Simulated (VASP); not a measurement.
# C (Fd-3m) in VASP: a series of runs, part 2 of 2

VASP 6.6.1. Earlier steps stand in the parts before.

**4. Single point, r2SCAN (volume scaled by 0.92)**

POSCAR reads:

```
C
1.0
    0.0000000000      1.7313518157      1.7313518157
    1.7313518157      0.0000000000      1.7313518157
    1.7313518157      1.7313518157      0.0000000000
C
2
Direct
    0.5000000000      0.5000000000      0.5000000000
    0.7500000000      0.7500000000      0.7500000000
```

INCAR.step1 reads:

```
PREC = Accurate ; ENCUT = 520
ISMEAR = -1 ; SIGMA = 0.05
LREAL = False ; LASPH = True
NELM = 100 ; NBANDS = 11
GGA = PE ; ALGO = Normal
EDIFF = 1E-4 ; LWAVE = True
LCHARG = False
```

INCAR.step2 reads:

```
PREC = Accurate ; ENCUT = 520
EDIFF = 1E-6 ; ISMEAR = -1
SIGMA = 0.05 ; LREAL = False
LASPH = True ; NELM = 100
ALGO = Normal ; ISIF = 2
LWAVE = False ; LCHARG = True
METAGGA = R2SCAN ; LMIXTAU = True
LELF = True ; LVHAR = True
NBANDS = 11 ; ISTART = 1
```

KPOINTS reads:

```
Automatic mesh
0
Gamma
  13 13 13
```

On the command line:

```
cat potpaw_PBE.64/C/POTCAR > POTCAR
cp INCAR.step1 INCAR
mpirun -np 1 vasp_std > vasp.out
cp INCAR.step2 INCAR
mpirun -np 1 vasp_std > vasp.out
```

It took 15 s on 1 thread of Intel Xeon 6975P-C (Granite Rapids), shared host; peak memory 0.11 GiB.

Results (log left out):

| Property | Result |
| --- | --- |
| Free energy | -19.5325 eV |
| Pressure | 45.2 GPa |
| Band gap on the k mesh | 4.54 eV, indirect (least direct gap 6.08 eV) |

Levels at points of the mesh, in eV from the valence-band top:
| k point | band 2 | band 3 | band 4 | band 5 | band 6 | band 7 |
| --- | --- | --- | --- | --- | --- | --- |
| (0.00, 0.00, 0.00) | 0.00 | 0.00 | 0.00 | 6.08 | 6.08 | 6.08 |

Caveat: the PAW data sets were made with another functional, which shifts forces and pressure a little. A k mesh can miss the band edges.

**5. Single point, r2SCAN (volume scaled by 0.96)**

POSCAR reads:

```
C
1.0
    0.0000000000      1.7560887551      1.7560887551
    1.7560887551      0.0000000000      1.7560887551
    1.7560887551      1.7560887551      0.0000000000
C
2
Direct
    0.5000000000      0.5000000000      0.5000000000
    0.7500000000      0.7500000000      0.7500000000
```

INCAR.step1 reads:

```
PREC = Accurate
ENCUT = 520
ISMEAR = -1
SIGMA = 0.05
LREAL = False
LASPH = True
NELM = 80
NBANDS = 11
GGA = PE
ALGO = Normal
EDIFF = 1E-4
LWAVE = True
LCHARG = False
```

INCAR.step2 reads:

```
PREC = Accurate
ENCUT = 520
EDIFF = 1E-7
ISMEAR = -1
SIGMA = 0.05
LREAL = False
LASPH = True
NELM = 80
ALGO = Normal
ISIF = 2
LWAVE = False
LCHARG = False
METAGGA = R2SCAN
LMIXTAU = True
NBANDS = 11
ISTART = 1
```

KPOINTS is that of step 4.

On the command line:

```
cat potpaw_PBE.64/C/POTCAR > POTCAR
cp INCAR.step1 INCAR
mpirun -np 1 vasp_std > vasp.out
cp INCAR.step2 INCAR
mpirun -np 1 vasp_std > vasp.out
```

Run time: 16 s. Hardware: 1 thread of Intel Xeon 6975P-C (Granite Rapids), shared host; peak memory 0.12 GiB.

The run converged. Its results:

| Item | Value |
| --- | --- |
| Free energy | -19.6258 eV |
| Pressure | 21.1 GPa |
| Band gap on the k mesh | 4.44 eV, indirect (least direct gap 5.96 eV) |

Levels at points of the mesh, in eV from the valence-band top:
| k point | band 2 | band 3 | band 4 | band 5 | band 6 | band 7 |
| --- | --- | --- | --- | --- | --- | --- |
| (0.00, 0.00, 0.00) | 0.00 | 0.00 | 0.00 | 5.96 | 5.96 | 5.96 |

Caveat: the PAW data sets were made with another functional, which shifts forces and pressure a little. A k mesh can miss the band edges.

**6. Single point, r2SCAN**

POSCAR reads:

```
C
1.0
    0.0000000000      1.7801477551      1.7801477551
    1.7801477551      0.0000000000      1.7801477551
    1.7801477551      1.7801477551      0.0000000000
C
2
Direct
    0.5000000000      0.5000000000      0.5000000000
    0.7500000000      0.7500000000      0.7500000000
```

INCAR.step1: that of step 5 with these lines changed.

```diff
@@ -6,3 +6,3 @@
 LASPH = True
-NELM = 80
+NELM = 60
 NBANDS = 11
```

INCAR.step2 reads:

```
PREC = Accurate
ENCUT = 520
EDIFF = 1E-7
ISMEAR = -1
SIGMA = 0.05
LREAL = False
LASPH = True
NELM = 60
ALGO = Normal
ISIF = 2
LWAVE = False
LCHARG = True
METAGGA = R2SCAN
LMIXTAU = True
LELF = True
LVHAR = True
NBANDS = 11
ISTART = 1
```

KPOINTS is that of step 5.

Potentials or basis: VASP PAW PBE potentials, release 64 (C).

On the command line:

```
cat potpaw_PBE.64/C/POTCAR > POTCAR
cp INCAR.step1 INCAR
mpirun -np 1 vasp_std > vasp.out
cp INCAR.step2 INCAR
mpirun -np 1 vasp_std > vasp.out
```

OUTCAR:

```text
PREC = Accurate
   ENCUT = 520
   EDIFF = 1E-7
   ISMEAR = -1
   LREAL = False
   LASPH = True
   NELM = 60
   ISIF = 2
   METAGGA = R2SCAN
   ISTART = 1

 ion  position               nearest neighbor table
   1  0.500  0.500  0.500-   2 1.54   2 1.54   2 1.54   2 1.54
   2  0.750  0.750  0.750-   1 1.54   1 1.54   1 1.54   1 1.54

  LATTYP: Found a face centered cubic cell.
 ALAT       =     3.5602955102

  Lattice vectors:

[... 520 lines left out ...]
     11      38.2238      0.00000

 [... further k-points ...]

------------------------ aborting loop because EDIFF is reached ----------------------------------------

  FORCE on cell =-STRESS in cart. coord.  units (eV):
  Direction    XX          YY          ZZ          XY          YZ          ZX
  --------------------------------------------------------------------------------------
  -------------------------------------------------------------------------------------
  Total        0.0784828      0.0784828      0.0784828      0.0000000     -0.0000000      0.0000000
  in kB       11.1451768     11.1451768     11.1451768      0.0000000     -0.0000000      0.0000000
  external PRESSURE =      11.1451768 kB  Pullay stress =       0.0000000 kB

 VOLUME and BASIS-vectors are now :
 -----------------------------------------------------------------------------
  energy-cutoff  :      520.00
  volume of cell :       11.28
      direct lattice vectors                 reciprocal lattice vectors
     0.000000000  1.780147755  1.780147755    -0.280875561  0.280875561  0.280875561
     1.780147755  0.000000000  1.780147755     0.280875561 -0.280875561  0.280875561
     1.780147755  1.780147755  0.000000000     0.280875561  0.280875561 -0.280875561

 POSITION                                       TOTAL-FORCE (eV/Angst)
 -----------------------------------------------------------------------------------
      1.78015      1.78015      1.78015         0.000000      0.000000      0.000000
      2.67022      2.67022      2.67022        -0.000000     -0.000000     -0.000000
 -----------------------------------------------------------------------------------
    total drift:                                0.000000     -0.000000      0.000000

  FREE ENERGIE OF THE ION-ELECTRON SYSTEM (eV)
  ---------------------------------------------------
  free  energy   TOTEN  =       -19.6572003096 eV

  energy  without entropy=      -19.6572003095  energy(sigma->0) =      -19.65720031
```

OUTCAR.step1:

```text
PREC = Accurate
   ENCUT = 520
   ISMEAR = -1
   LREAL = False
   LASPH = True
[... 558 lines left out ...]
      1.78015      1.78015      1.78015         0.000000     -0.000000     -0.000000
      2.67022      2.67022      2.67022        -0.000000      0.000000      0.000000
 -----------------------------------------------------------------------------------
    total drift:                                0.000000     -0.000000      0.000000

  FREE ENERGIE OF THE ION-ELECTRON SYSTEM (eV)
  ---------------------------------------------------
  free  energy   TOTEN  =       -18.1837303316 eV

  energy  without entropy=      -18.1837303316  energy(sigma->0) =      -18.18373033
```

OSZICAR.step1:

```text
N       E                     dE             d eps       ncg     rms          rms(c)
DAV:   1     0.588452589954E+00    0.58845E+00   -0.48168E+03  1947   0.700E+02
DAV:   2    -0.184809966166E+02   -0.19069E+02   -0.18635E+02  2444   0.127E+02
DAV:   3    -0.188326061214E+02   -0.35161E+00   -0.35038E+00  2145   0.130E+01
DAV:   4    -0.188331862829E+02   -0.58016E-03   -0.58015E-03  2029   0.655E-01
DAV:   5    -0.188331869093E+02   -0.62640E-06   -0.62643E-06  2139   0.205E-02    0.560E+00
DAV:   6    -0.183458529745E+02    0.48733E+00   -0.25435E-01  1890   0.356E+00    0.335E+00
DAV:   7    -0.181818554451E+02    0.16400E+00   -0.31115E-01  2010   0.398E+00    0.767E-01
DAV:   8    -0.181836901005E+02   -0.18347E-02   -0.87393E-03  1926   0.698E-01    0.439E-02
DAV:   9    -0.181837303316E+02   -0.40231E-04   -0.61809E-05  2068   0.635E-02
   1 F= -.18183730E+02 E0= -.18183730E+02  d E =-.130460E-10
```

Run time: 19 s. Hardware: 1 thread of Intel Xeon 6975P-C (Granite Rapids), shared host; peak memory 0.12 GiB.

Results:

| Property | Result |
| --- | --- |
| Free energy | -19.6572 eV |
| Pressure | 1.1 GPa |
| Band gap on the k mesh | 4.35 eV, indirect (least direct gap 5.85 eV) |

Caveat: the PAW data sets were made with another functional, which shifts forces and pressure a little.

**7. The runs side by side**

```tsv
cell	k mesh	gap on the mesh (eV)	pressure (GPa)
a = 2.518 Å, angles 60.0°, 2 atoms	8 × 8 × 8	4.34	1.1
a = 2.412 Å, angles 60.0°, 2 atoms	13 × 13 × 13	4.65	74.3
a = 2.449 Å, angles 60.0°, 2 atoms	13 × 13 × 13	4.54	45.2
a = 2.483 Å, angles 60.0°, 2 atoms	13 × 13 × 13	4.44	21.1
a = 2.518 Å, angles 60.0°, 2 atoms	13 × 13 × 13	4.35	1.1
```

Alike in all rows: task single point; level r2SCAN; potentials or basis VASP PAW PBE potentials, release 64 (C); no spin polarisation; cutoff (eV) 520; smearing fermi-dirac 0.05 eV.

Caveats: the PAW data sets were made with another functional, which shifts forces and pressure a little.

Total energies depend on the potentials used, so only differences within one code and one set of settings carry meaning.
